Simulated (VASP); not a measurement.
# AsSe2 (P-4m2) in VASP: notebook

Runs on AsSe2. Level: PBE. Tasks: single point, relaxation of cell and atoms.

All numbers are computed with VASP 6.6.1; they aren't measurements. Logs are shortened: lines on timing, memory, paths and dates and some standing lists are left out, and cuts for length are marked.

### 1 The cell of the first run

Symmetry: P-4m2, No. 115, tetragonal system. Conventional cell: a = 3.821 Å, b = 3.821 Å, c = 5.422 Å, α = 90.00°, β = 90.00°, γ = 90.00°. Within 3.3 Å of As (site symmetry -4m2) lie 4 Se at 2.52 Å. Within 3.3 Å of Se (site symmetry 2mm) lie 2 As at 2.52 Å.

The cell was built from a structure type or drawn by symmetry, and may not be a known phase.

### 2 Single point, PBE

Contents of INCAR:

```
SYSTEM = AsSe2
  ALGO = Normal
  EDIFF = 1E-6
  ENCUT = 520
  GGA = PE
  ISIF = 2
  ISMEAR = 0
  LASPH = .True.
  LCHARG = .False.
  LREAL = .False.
  LWAVE = .False.
  NBANDS = 16
  NELM = 60
  PREC = Accurate
  SIGMA = 0.1
```

Contents of KPOINTS:

```
k-points
0
Gamma
  12 12 10
  0 0 0
```

Contents of POSCAR:

```
AsSe2
1.0
    3.8210143315      0.0000000000      0.0000000000
    0.0000000000      3.8210143315      0.0000000000
    0.0000000000      0.0000000000      5.4219024650
As Se
1 2
Direct
    0.0000000000      0.0000000000      0.0000000000
    0.0000000000      0.5000000000      0.3020219831
    0.5000000000      0.0000000000      0.6979780169
```

Potentials or basis: VASP PAW PBE potentials, release 64 (As, Se).

Started as:

```
cat potpaw_PBE.64/As/POTCAR potpaw_PBE.64/Se/POTCAR > POTCAR
mpirun -np 1 vasp_std > vasp.out
```

OUTCAR:

```text
SYSTEM = AsSe2
   EDIFF = 1E-6
   ENCUT = 520
   GGA = PE
   ISIF = 2
   ISMEAR = 0
   LASPH = .True.
   LREAL = .False.
   NELM = 60
   PREC = Accurate

 ion  position               nearest neighbor table
   1  0.000  0.000  0.000-   2 2.52   3 2.52   2 2.52   3 2.52
   2  0.000  0.500  0.302-   1 2.52   1 2.52
   3  0.500  0.000  0.698-   1 2.52   1 2.52

  LATTYP: Found a simple tetragonal cell.
 ALAT       =     3.8210143315
 C/A-ratio  =     1.4189694135

  Lattice vectors:

 A1 = (   3.8210143315,   0.0000000000,   0.0000000000)
 A2 = (   0.0000000000,   3.8210143315,   0.0000000000)
 A3 = (   0.0000000000,   0.0000000000,   5.4219024650)

Analysis of symmetry for initial positions (statically):
=====================================================================
 Subroutine PRICEL returns:
 Original cell was already a primitive cell.

 Routine SETGRP: Setting up the symmetry group for a
 simple tetragonal supercell.

 Subroutine GETGRP returns: Found  8 space group operations
 (whereof  8 operations were pure point group operations)
 out of a pool of 16 trial point group operations.

The static configuration has the point symmetry D_2d.

Analysis of symmetry for dynamics (positions and initial velocities):
=====================================================================
 Subroutine PRICEL returns:
 Original cell was already a primitive cell.

 Routine SETGRP: Setting up the symmetry group for a
 simple tetragonal supercell.

 Subroutine GETGRP returns: Found  8 space group operations
 (whereof  8 operations were pure point group operations)
 out of a pool of 16 trial point group operations.

The dynamic configuration has the point symmetry D_2d.

 Subroutine INISYM returns: Found  8 space group operations
 (whereof  8 operations are pure point group operations),
 and found     1 'primitive' translations

----------------------------------------------------------------------------------------

                                     Primitive cell

  volume of cell :      79.1606

  direct lattice vectors                    reciprocal lattice vectors
     3.821014331  0.000000000  0.000000000     0.261710612  0.000000000  0.000000000
     0.000000000  3.821014331  0.000000000     0.000000000  0.261710612  0.000000000
     0.000000000  0.000000000  5.421902465     0.000000000  0.000000000  0.184437106

  length of vectors
     3.821014331  3.821014331  5.421902465     0.261710612  0.261710612  0.184437106

  position of ions in fractional coordinates (direct lattice)
     0.000000000  0.000000000  0.000000000
     0.000000000  0.500000000  0.302021983
     0.500000000  0.000000000  0.697978017

  ion indices of the primitive-cell ions
   primitive index   ion index
                 1           1
                 2           2
                 3           3

----------------------------------------------------------------------------------------

 KPOINTS: k-points

Automatic generation of k-mesh.
 Grid dimensions read from file:
 generate k-points for:   12   12   10

 Generating k-lattice:

  Cartesian coordinates                     Fractional coordinates (reciprocal lattice)
     0.021809218  0.000000000  0.000000000     0.083333333  0.000000000  0.000000000
     0.000000000  0.021809218  0.000000000     0.000000000  0.083333333  0.000000000
     0.000000000  0.000000000  0.018443711     0.000000000  0.000000000  0.100000000

  Length of vectors
     0.021809218  0.021809218  0.018443711

  Shift w.r.t. Gamma in fractional coordinates (k-lattice)
     0.000000000  0.000000000  0.000000000

 Subroutine IBZKPT returns following result:
 ===========================================

 Found    168 irreducible k-points:

 Following reciprocal coordinates:
            Coordinates               Weight
  0.000000  0.000000  0.000000      1.000000
  0.083333  0.000000  0.000000      4.000000
  0.166667  0.000000  0.000000      4.000000
  0.250000  0.000000  0.000000      4.000000
  0.333333  0.000000  0.000000      4.000000
  0.416667  0.000000  0.000000      4.000000
[... 16 lines left out ...]
  0.333333  0.333333  0.000000      4.000000
  0.416667  0.333333  0.000000      8.000000
 [... further k-points ...]
   k-points           NKPTS =    168   k-points in BZ     NKDIM =    168   number of bands    NBANDS=     16
   number of dos      NEDOS =    301   number of ions     NIONS =      3
   total plane-waves  NPLWV =  31360
   dimension x,y,z NGX =    28 NGY =   28 NGZ =   40
   dimension x,y,z NGXF=    56 NGYF=   56 NGZF=   80
   ions per type =               1   2
   NGX,Y,Z   is equivalent  to a cutoff of  12.18, 12.18, 12.26 a.u.
   NGXF,Y,Z  is equivalent  to a cutoff of  24.36, 24.36, 24.53 a.u.
 SYSTEM =  AsSe2
   PREC   = accura    normal or accurate (medium, high low for compatibility)
   ISTART =      0    job   : 0-new  1-cont  2-samecut
   ICHARG =      2    charge: 1-file 2-atom 10-const
   ISPIN  =      1    spin polarized calculation?
   LNONCOLLINEAR =      F non collinear calculations
   LSORBIT =      F    spin-orbit coupling
   LASPH  =      T    aspherical Exc in radial PAW
   ENCUT  =  520.0 eV  38.22 Ry    6.18 a.u.   7.10  7.10 10.08*2*pi/ulx,y,z
   NELM   =     60;   NELMIN=  2; NELMDL= -5     # of ELM steps
   EDIFF  = 0.1E-05   stopping-criterion for ELM
   LREAL  =      F    real-space projection
   EDIFFG = 0.1E-04   stopping-criterion for IOM
   NSW    =      0    number of steps for IOM
   IBRION =     -1    ionic relax: 0-MD 1-quasi-New 2-CG
   NFREE  =      0    steps in history (QN), initial steepest desc. (CG)
   ISIF   =      2    stress and relaxation
   ISYM   =      2    0-nonsym 1-usesym 2-fastsym
   POTIM  = 0.5000    time-step for ionic-motion
   TEBEG  =    0.0;   TEEND  =   0.0 temperature during run
   PSTRESS=    0.0 pullay stress
   NELECT =      17.0000    total number of electrons
   NUPDOWN=      -1.0000    fix difference up-down
   EMIN   =  10.00;   EMAX   =-10.00  energy-range for DOS
   EFERMI =   0.00;   METHOD = LEGACY
   ISMEAR =     0;   SIGMA  =   0.10  broadening in eV -4-tet -1-fermi 0-gaus
   EFERMI_NEDOS =   21; number of points for ismear=-14 and -15
   IALGO  =     38    algorithm
   IMIX   =      4    mixing-type and parameters
     AMIX     =   0.40;   BMIX     =  1.00
     AMIX_MAG =   1.60;   BMIX_MAG =  1.00
  volume/ion in A,a.u.               =      26.39       178.07
  Fermi-wavevector in a.u.,A,eV,Ry     =   0.980366  1.852623 13.076791  0.961117
  Thomas-Fermi vector in A             =   2.111290
   LORBIT       =      0    0 simple, 1 ext, 2 COOP (PROOUT), +10 PAW based schemes
   GGA     = PE    functional components
   LHFCALC =     F    Hartree Fock is set to
   AEXX    =    0.0000 exact exchange contribution
   IVDW    =     0    specifies the selected vdW correction
   LEPSILON=     F    determine dielectric tensor
   LRPA    =     F    only Hartree local field effects (RPA)
 non-spin polarized calculation
 Gauss-broadening in eV      SIGMA  =   0.10
  energy-cutoff  :      520.00
  volume of cell :       79.16
 maximum number of plane-waves:      2156
   NGX = 15   NGY = 15   NGZ = 21

 number of electron      17.0000004 magnetization

 Free energy of the ion-electron system (eV)
  ---------------------------------------------------
  ext. energy  EPLUGINS =         0.00000000
  ---------------------------------------------------
  free energy    TOTEN  =       -11.28435986 eV

  energy without entropy =      -11.27606386  energy(sigma->0) =      -11.28021186

 E-fermi :   3.1307     XC(G=0):  -9.0407

 val. band max:        3.1307014853   @ k =   0.4167   0.0833   0.2000
 cond. band min:       3.1447353896   @ k =   0.1667   0.0833   0.3000
 fundamental gap:      0.0140339043
 Fermi energy:         3.1307118229

 k-point     1 :       0.0000    0.0000    0.0000
  band No.  band energies     occupation
      1     -11.9439      2.00000
      2      -9.5608      2.00000
      3      -6.2702      2.00000
      4      -0.6290      2.00000
      5      -0.6290      2.00000
      6       0.9466      2.00000
[... 8 lines left out ...]
     15      11.0224      0.00000
     16      13.4219      0.00000

 k-point     2 :       0.0833    0.0000    0.0000
  band No.  band energies     occupation
      1     -11.8980      2.00000
      2      -9.5586      2.00000
      3      -6.2879      2.00000
      4      -0.9473      2.00000
      5      -0.5985      2.00000
      6       0.9180      2.00000
[... 8 lines left out ...]
     15      11.1859      0.00000
     16      13.1866      0.00000

 k-point     3 :       0.1667    0.0000    0.0000
  band No.  band energies     occupation
      1     -11.7644      2.00000
      2      -9.5597      2.00000
      3      -6.3492      2.00000
      4      -1.5035      2.00000
      5      -0.5120      2.00000
      6       0.6797      2.00000
[... 8 lines left out ...]
     15      11.6599      0.00000
     16      12.4162      0.00000

 k-point     4 :       0.2500    0.0000    0.0000
  band No.  band energies     occupation
      1     -11.5560      2.00000
      2      -9.5846      2.00000
      3      -6.4646      2.00000
      4      -1.9167      2.00000
      5      -0.3853      2.00000
      6       0.2424      2.00000
[... 8 lines left out ...]
     15      11.8584      0.00000
     16      12.4250      0.00000
[... 324 lines left out ...]
 k-point    22 :       0.5000    0.2500    0.0000
  band No.  band energies     occupation
      1     -10.4733      2.00000
      2      -9.7021      2.00000
      3      -7.3376      2.00000
      4      -1.8047      2.00000
      5      -0.9690      2.00000
      6      -0.8671      2.00000
[... 8 lines left out ...]
     15      12.5261      0.00000
     16      13.2938      0.00000

 k-point    23 :       0.3333    0.3333    0.0000
  band No.  band energies     occupation
      1     -10.5826      2.00000
      2      -9.5488      2.00000
      3      -7.3663      2.00000
      4      -1.8457      2.00000
      5      -1.3912      2.00000
      6      -0.2563      2.00000
[... 8 lines left out ...]
     15      11.2875      0.00000
     16      13.7906      0.00000

 k-point    24 :       0.4167    0.3333    0.0000
  band No.  band energies     occupation
      1     -10.2875      2.00000
      2      -9.5853      2.00000
      3      -7.6406      2.00000
      4      -1.8746      2.00000
      5      -1.1511      2.00000
      6      -0.5036      2.00000
[... 8 lines left out ...]
     15      12.0276      0.00000
     16      14.1542      0.00000

 [... further k-points ...]

------------------------ aborting loop because EDIFF is reached ----------------------------------------

  FORCE on cell =-STRESS in cart. coord.  units (eV):
  Direction    XX          YY          ZZ          XY          YZ          ZX
  --------------------------------------------------------------------------------------
  -------------------------------------------------------------------------------------
  Total        0.0315977      0.0315977      0.0701261      0.0000000     -0.0000000      0.0000000
  in kB        0.6395244      0.6395244      1.4193222      0.0000000     -0.0000000      0.0000000
  external PRESSURE =       0.8994570 kB  Pullay stress =       0.0000000 kB

 VOLUME and BASIS-vectors are now :
 -----------------------------------------------------------------------------
  energy-cutoff  :      520.00
  volume of cell :       79.16
      direct lattice vectors                 reciprocal lattice vectors
     3.821014331  0.000000000  0.000000000     0.261710612  0.000000000  0.000000000
     0.000000000  3.821014331  0.000000000     0.000000000  0.261710612  0.000000000
     0.000000000  0.000000000  5.421902465     0.000000000  0.000000000  0.184437106

 POSITION                                       TOTAL-FORCE (eV/Angst)
 -----------------------------------------------------------------------------------
      0.00000      0.00000      0.00000         0.000000      0.000000      0.000000
      0.00000      1.91051      1.63753         0.000000     -0.000000      0.012865
      1.91051      0.00000      3.78437         0.000000      0.000000     -0.012865
 -----------------------------------------------------------------------------------
    total drift:                                0.000000      0.000000     -0.000000

  FREE ENERGIE OF THE ION-ELECTRON SYSTEM (eV)
  ---------------------------------------------------
  free  energy   TOTEN  =       -11.2843598552 eV

  energy  without entropy=      -11.2760638606  energy(sigma->0) =      -11.28021186
```

Wall time 62 s (1 thread of Intel Xeon 6975P-C (Granite Rapids), shared host); peak memory 0.33 GiB.

Results:

```yaml
Free_energy: -11.2844 eV
Pressure: 0.1 GPa
Largest_force: 0.013 eV/Å
Band_gap_on_the_k_mesh: zero (an odd number of electrons rules out a gap without spin polarisation)
```

Forces on the atoms (eV/Å):
```
As   0.000  0.000  0.000
Se   0.000  0.000  0.013
Se   0.000  0.000 -0.013
```

### 3 Relaxation of cell and atoms, PBE

Contents of INCAR:

```
PREC = Accurate
ENCUT = 600
EDIFF = 1E-6
ISMEAR = 0
SIGMA = 0.1
LREAL = False
LASPH = True
NELM = 80
ALGO = Normal
ISIF = 3
LWAVE = False
LCHARG = False
GGA = PE
IBRION = 2
NSW = 100
EDIFFG = -0.01
```

Contents of KPOINTS:

```
regular mesh
0
Gamma
  12 12 8
```

Contents of POSCAR:

```
AsSe2
1.0
    3.8158947635      0.0000000000      0.0000000000
    0.0000000000      3.8158947635      0.0000000000
    0.0000000000      0.0000000000      5.4294426386
As Se
1 2
Direct
    0.0000000000      0.0000000000      0.0000000000
    0.0000000000      0.5000000000      0.3017041769
    0.5000000000      0.0000000000      0.6982958231
```

Potentials or basis: VASP PAW PBE potentials, release 64 (As, Se).

Started as:

```
cat potpaw_PBE.64/As/POTCAR potpaw_PBE.64/Se/POTCAR > POTCAR
mpirun -np 1 vasp_std > vasp.out
```

It took 2.1 min on 1 thread of Intel Xeon 6975P-C (Granite Rapids), shared host; peak memory 0.34 GiB.

Results (log left out):

```yaml
Free_energy: -11.2836 eV
Relaxed_volume: 26.51 Å³/atom
Relaxed_cell: a = 3.831 Å, b = 3.831 Å, c = 5.417 Å, α = 90.00°, β = 90.00°, γ = 90.00°
Space_group_after_relaxing_to_0.1_Å: P-4m2 (No. 115)
Energy_gained_by_relaxing: 0.1 meV/atom
Ionic_steps: 5
Pressure_after_relaxing: 0.0 GPa
Largest_force_after_relaxing: 0.008 eV/Å
Band_gap_on_the_k_mesh: zero (an odd number of electrons rules out a gap without spin polarisation)
```

Forces in eV/Å, atoms in the order of the input:
```
As   0.000  0.000  0.000
Se   0.000  0.000 -0.008
Se   0.000  0.000  0.008
```

Step by step:
```
step  energy change (eV)  largest force (eV/Å)  pressure (GPa)  volume (Å³)
   1              0.0000                0.0089            0.18        79.06
   2             -0.0002                0.0190           -0.05        79.41
   3             -0.0002                0.0155           -0.02        79.36
   4             -0.0003                0.0136           -0.01        79.40
   5             -0.0004                0.0078           -0.01        79.52
```

Final structure:
```cif
data_structure
_symmetry_space_group_name_H-M 'P 1'
_symmetry_Int_Tables_number 1
_cell_length_a 3.8314
_cell_length_b 3.8314
_cell_length_c 5.4172
_cell_angle_alpha 90.000
_cell_angle_beta 90.000
_cell_angle_gamma 90.000
_cell_volume 79.52
loop_
_atom_site_label
_atom_site_type_symbol
_atom_site_fract_x
_atom_site_fract_y
_atom_site_fract_z
_atom_site_occupancy
As1 As 0.00000 0.00000 0.00000 1
Se1 Se 0.00000 0.50000 0.30130 1
Se2 Se 0.50000 0.00000 0.69870 1
```

Levels at points of the mesh, in eV from the Fermi level:
```tsv
k point	band 7	band 8	band 9	band 10	band 11	band 12
(0.00, 0.00, 0.00)	-1.42	-0.38	-0.38	0.97	2.30	2.30
(0.50, 0.00, 0.00)	-3.25	-0.52	0.34	2.35	2.37	3.38
(0.50, 0.50, 0.00)	-3.54	-1.83	-0.98	0.82	0.82	4.93
(0.00, 0.00, 0.50)	-1.39	-1.39	0.03	0.33	3.43	3.43
(0.50, 0.00, 0.50)	-1.45	-1.00	-0.48	1.82	2.40	2.93
(0.50, 0.50, 0.50)	-2.99	-2.05	0.86	2.73	2.73	3.27
```

### 4 Relaxation of cell and atoms, PBE

This run uses another cell than the first one, of 26.53 Å³/atom.

Contents of INCAR:

```
PREC = Accurate
ENCUT = 600
EDIFF = 1E-6
ISMEAR = 0
SIGMA = 0.1
LREAL = F
LASPH = T
NELM = 80
ALGO = Normal
ISIF = 3
LWAVE = F
LCHARG = F
GGA = PE
IBRION = 2
NSW = 100
EDIFFG = -0.01
```

Contents of KPOINTS:

```
regular mesh
0
Gamma
  12 12 10
```

Contents of POSCAR:

```
AsSe2
1.0
    3.8369719310      0.0000000000      0.0000000000
    0.0000000000      3.8369719310      0.0000000000
    0.0000000000      0.0000000000      5.4059167763
As Se
1 2
Direct
    0.0000000000      0.0000000000      0.0000000000
    0.0000000000      0.5000000000      0.3003097305
    0.5000000000      0.0000000000      0.6996902695
```

Started as:

```
cat potpaw_PBE.64/As/POTCAR potpaw_PBE.64/Se/POTCAR > POTCAR
mpirun -np 1 vasp_std > vasp.out
```

It took 2.3 min on 1 thread of Intel Xeon 6975P-C (Granite Rapids), shared host; peak memory 0.38 GiB.

The run converged. Its results:

- Free energy: -11.2845 eV
- Relaxed volume: 26.45 Å³/atom
- Relaxed cell: a = 3.819 Å, b = 3.819 Å, c = 5.439 Å, α = 90.00°, β = 90.00°, γ = 90.00°
- Space group after relaxing (to 0.1 Å): P-4m2 (No. 115)
- Energy gained by relaxing: 0.3 meV/atom
- Ionic steps: 5
- Pressure after relaxing: 0.0 GPa
- Band gap on the k mesh: zero (an odd number of electrons rules out a gap without spin polarisation)

The path:
```csv
step,energy change (eV),largest force (eV/Å),pressure (GPa),volume (Å³)
1,0.0000,0.0458,0.11,79.59
2,-0.0003,0.0136,-0.10,79.79
3,-0.0003,0.0081,-0.13,79.82
4,-0.0006,0.0057,-0.10,79.67
5,-0.0008,0.0011,-0.02,79.34
```

Final structure:
```yaml
crystal:
  lattice:
    - [3.81925, 0.00000, 0.00000]
    - [0.00000, 3.81925, 0.00000]
    - [0.00000, 0.00000, 5.43917]
  atoms:
    - { symbol: As, position: [0.00000, 0.00000, 0.00000] }
    - { symbol: Se, position: [0.00000, 0.50000, 0.30168] }
    - { symbol: Se, position: [0.50000, 0.00000, 0.69832] }
```

Levels at points of the mesh, in eV from the Fermi level:
```csv
k point,band 6,band 7,band 8,band 9,band 10,band 11,band 12
"(0.00, 0.00, 0.00)",-2.18,-1.40,-0.37,-0.37,1.01,2.29,2.29
"(0.50, 0.00, 0.00)",-3.27,-3.20,-0.50,0.37,2.34,2.37,3.37
"(0.50, 0.50, 0.00)",-3.78,-3.55,-1.86,-1.01,0.80,0.80,4.89
"(0.00, 0.00, 0.50)",-3.42,-1.38,-1.38,0.07,0.36,3.43,3.43
"(0.50, 0.00, 0.50)",-3.12,-1.46,-1.03,-0.46,1.83,2.35,2.93
"(0.50, 0.50, 0.50)",-4.28,-3.01,-2.06,0.83,2.69,2.69,3.22
```

### 5 The runs side by side

```csv
task,cell,k mesh,cutoff (eV),gap on the mesh (eV),pressure (GPa),relaxed volume (Å³/atom),largest force (eV/Å)
single point,"a = 3.821, b = 3.821, c = 5.422 Å, 3 atoms",12 × 12 × 10,520,none,0.1,-,0.01
relaxation of cell and atoms,"relaxed from a = 3.816, b = 3.816, c = 5.429 Å, 3 atoms",12 × 12 × 8,600,none,0.0,26.51,0.01
relaxation of cell and atoms,"relaxed from a = 3.837, b = 3.837, c = 5.406 Å, 3 atoms",12 × 12 × 10,600,none,0.0,26.45,-
```

Alike in all rows: level PBE; potentials or basis VASP PAW PBE potentials, release 64 (As, Se); no spin polarisation; smearing gaussian 0.1 eV.

Total energies depend on the potentials used, so only differences within one code and one set of settings carry meaning.
